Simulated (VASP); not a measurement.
# HfS2 in VASP: a series of runs, part 2 of 2

VASP 6.6.1. Earlier steps stand in the parts before.

**5. Single point, PBE+D3(BJ)**

Contents of INCAR:

```
SYSTEM = HfS2
ALGO = Normal
DIPOL = 0.5 0.5 0.500
EDIFF = 1E-6
ENCUT = 400
GGA = PE
GGA_COMPAT = .False.
IDIPOL = 3
ISIF = 2
ISMEAR = 0
IVDW = 12
LASPH = .True.
LCHARG = .True.
LDIPOL = .True.
LELF = .True.
LREAL = .False.
LVACPOTAV = .True.
LVHAR = .True.
LWAVE = .False.
NBANDS = 18
NELM = 120
NELMDL = -8
PREC = Accurate
SIGMA = 0.02
```

Contents of KPOINTS:

```
k-points
0
Gamma
  9 9 1
  0 0 0
```

Contents of POSCAR:

```
HfS2
1.0
    3.6180000000      0.0000000000      0.0000000000
   -1.8090000000      3.1332799109      0.0000000000
    0.0000000000      0.0000000000     31.8247012176
S Hf
2 1
Direct
    0.6666666667      0.3333333333      0.4518927141
    0.3333333333      0.6666666667      0.5481072859
    0.0000000000      0.0000000000      0.5000000000
```

Potentials or basis: VASP PAW PBE potentials, release 64 (S, Hf_pv).

On the command line:

```bash
$ cat potpaw_PBE.64/S/POTCAR potpaw_PBE.64/Hf_pv/POTCAR > POTCAR
$ mpirun -np 1 vasp_std > vasp.out
```

OUTCAR:

```text
SYSTEM = HfS2
   EDIFF = 1E-6
   ENCUT = 400
   GGA = PE
   ISIF = 2
   ISMEAR = 0
   IVDW = 12
   LASPH = .True.
   LREAL = .False.
   NELM = 120
   NELMDL = -8
   PREC = Accurate
 IVDW          = 12

 ion  position               nearest neighbor table
   1  0.667  0.333  0.452-   3 2.59   3 2.59   3 2.59
   2  0.333  0.667  0.548-   3 2.59   3 2.59   3 2.59
   3  0.000  0.000  0.500-   1 2.59   2 2.59   1 2.59   2 2.59   1 2.59   2 2.59

  LATTYP: Found a hexagonal cell.
 ALAT       =     3.6180000000
 C/A-ratio  =     8.7962137141

  Lattice vectors:

 A1 = (   3.6180000000,   0.0000000000,   0.0000000000)
 A2 = (  -1.8090000000,   3.1332799109,   0.0000000000)
 A3 = (   0.0000000000,   0.0000000000,  31.8247012176)

Analysis of symmetry for initial positions (statically):
=====================================================================
 Subroutine PRICEL returns:
 Original cell was already a primitive cell.

 Routine SETGRP: Setting up the symmetry group for a
 hexagonal supercell.

 Subroutine GETGRP returns: Found 12 space group operations
 (whereof 12 operations were pure point group operations)
 out of a pool of 24 trial point group operations.

The static configuration has the point symmetry D_3d.

Analysis of symmetry for dynamics (positions and initial velocities):
=====================================================================
 Subroutine PRICEL returns:
 Original cell was already a primitive cell.

 Routine SETGRP: Setting up the symmetry group for a
 hexagonal supercell.

 Subroutine GETGRP returns: Found 12 space group operations
 (whereof 12 operations were pure point group operations)
 out of a pool of 24 trial point group operations.

The dynamic configuration has the point symmetry D_3d.

 Subroutine INISYM returns: Found 12 space group operations
 (whereof 12 operations are pure point group operations),
 and found     1 'primitive' translations

[... 105 lines left out ...]
  Fermi-wavevector in a.u.,A,eV,Ry     =   0.644375  1.217691  5.649391  0.415219
  Thomas-Fermi vector in A             =   1.711682
   LORBIT       =      0    0 simple, 1 ext, 2 COOP (PROOUT), +10 PAW based schemes
   GGA     = PE    functional components
   LHFCALC =     F    Hartree Fock is set to
   AEXX    =    0.0000 exact exchange contribution
   IVDW    =    12    specifies the selected vdW correction
   LEPSILON=     F    determine dielectric tensor
   LRPA    =     F    only Hartree local field effects (RPA)
 non-spin polarized calculation
 Gauss-broadening in eV      SIGMA  =   0.02
  energy-cutoff  :      400.00
  volume of cell :      360.77
 maximum number of plane-waves:      6600
 NGX is ok and might be reduce to    24
   NGX = 11   NGY = 11   NGZ =103

 number of electron      22.0000004 magnetization

 dipolmoment           0.000000      0.000000     -0.000000 electrons x Angstroem

 Free energy of the ion-electron system (eV)
  ---------------------------------------------------
  ext. energy  EPLUGINS =         0.00000000
  ---------------------------------------------------
  free energy    TOTEN  =       -22.85217687 eV

  energy without entropy =      -22.85217687  energy(sigma->0) =      -22.85217687

 E-fermi :  -4.3025     XC(G=0):  -2.1417

 val. band max:       -4.5084120564   @ k =   0.0000   0.0000   0.0000
 cond. band min:      -3.4817117506   @ k =   0.4444   0.0000   0.0000
 fundamental gap:      1.0267003058
 Fermi energy:        -4.3025127703

 k-point     1 :       0.0000    0.0000    0.0000
  band No.  band energies     occupation
      1     -35.3473      2.00000
      2     -35.2590      2.00000
      3     -35.2590      2.00000
      4     -17.2428      2.00000
      5     -16.0545      2.00000
      6      -8.6805      2.00000
[... 229 lines left out ...]
      5     -15.8596      2.00000
      6      -8.1764      2.00000
[... 10 lines left out ...]
     17       2.9541      0.00000
     18       4.5241      0.00000

------------------------ aborting loop because EDIFF is reached ----------------------------------------

 Edisp (eV)   -0.67418

 E8    (eV) :    -0.3096

  FORCE on cell =-STRESS in cart. coord.  units (eV):
  Direction    XX          YY          ZZ          XY          YZ          ZX
  --------------------------------------------------------------------------------------
  -------------------------------------------------------------------------------------
  Total      -1.56482    -1.56482    -2.91626    -0.00000     0.00000    -0.00000
  in kB      -6.94935    -6.94935   -12.95103    -0.00000     0.00000    -0.00000
  external pressure =       -8.95 kB  Pullay stress =        0.00 kB

 VOLUME and BASIS-vectors are now :
 -----------------------------------------------------------------------------
  energy-cutoff  :      400.00
  volume of cell :      360.77
      direct lattice vectors                 reciprocal lattice vectors
     3.618000000  0.000000000  0.000000000     0.276395799  0.159577189  0.000000000
    -1.809000000  3.133279911  0.000000000     0.000000000  0.319154378  0.000000000
     0.000000000  0.000000000 31.824701218     0.000000000  0.000000000  0.031422133

 POSITION                                       TOTAL-FORCE (eV/Angst)
 -----------------------------------------------------------------------------------
      1.80900      1.04443     14.38135        -0.000000     -0.000000      0.944962
     -0.00000      2.08885     17.44335         0.000000      0.000000     -0.944962
      0.00000      0.00000     15.91235         0.000000     -0.000000      0.000000
 -----------------------------------------------------------------------------------
    total drift:                                0.000000     -0.000000      0.000000

  FREE ENERGIE OF THE ION-ELECTRON SYSTEM (eV)
  ---------------------------------------------------
  free  energy   TOTEN  =       -23.5263529893 eV

  energy  without entropy=      -23.5263529893  energy(sigma->0) =      -23.52635299

 vacuum level on the upper side and lower side of the slab         1.779         1.779
```

OSZICAR:

```text
N       E                     dE             d eps       ncg     rms          rms(c)
DAV:   1     0.105222895114E+03    0.10522E+03   -0.80864E+03   544   0.694E+02
DAV:   2    -0.105506861973E+02   -0.11577E+03   -0.11104E+03   598   0.151E+02
DAV:   3    -0.245321597551E+02   -0.13981E+02   -0.13938E+02   574   0.526E+01
[... 17 lines left out ...]
DAV:  21    -0.228521545700E+02   -0.23915E-04   -0.36595E-07   508   0.218E-03    0.435E-03
DAV:  22    -0.228521670900E+02   -0.12520E-04   -0.36018E-07   462   0.159E-03    0.190E-03
DAV:  23    -0.228521732109E+02   -0.61209E-05   -0.14659E-07   438   0.111E-03    0.227E-04
DAV:  24    -0.228521760450E+02   -0.28341E-05   -0.77107E-08   456   0.699E-04    0.250E-04
DAV:  25    -0.228521768704E+02   -0.82540E-06   -0.16142E-08   470   0.356E-04
   1 F= -.23526353E+02 E0= -.23526353E+02  d E =-.260427E-49
```

It took 74 s on 1 thread of Intel Xeon Platinum 8488C (Sapphire Rapids), shared host; peak memory 0.34 GiB.

Results:

- Free energy: -23.5264 eV
- Largest force: 0.945 eV/Å
- Band gap on the k mesh: 1.03 eV (least direct gap 2.01 eV)
- Dispersion energy per atom: -0.225 eV

Forces in eV/Å, atoms in the order of the input:
```
S    0.000  0.000  0.945
S    0.000  0.000 -0.945
Hf   0.000  0.000  0.000
```

Caveat: spin-orbit coupling is left out, which moves the levels of the heavy elements.

**6. The runs side by side**

```tsv
cell	gap on the mesh (eV)	largest force (eV/Å)
as given, atomic positions A	0.92	1.36
as given, atomic positions B	1.47	0.89
as given, atomic positions C	1.25	0.06
as given, atomic positions D	1.03	0.94
```

Alike in all rows: task single point; level PBE+D3(BJ); potentials or basis VASP PAW PBE potentials, release 64 (S, Hf_pv); no spin polarisation; k mesh 9 × 9 × 1; cutoff (eV) 400; smearing gaussian 0.02 eV.

Caveats: spin-orbit coupling is left out, which moves the levels of the heavy elements.

Absolute energies hang on the potentials; compare differences alone.
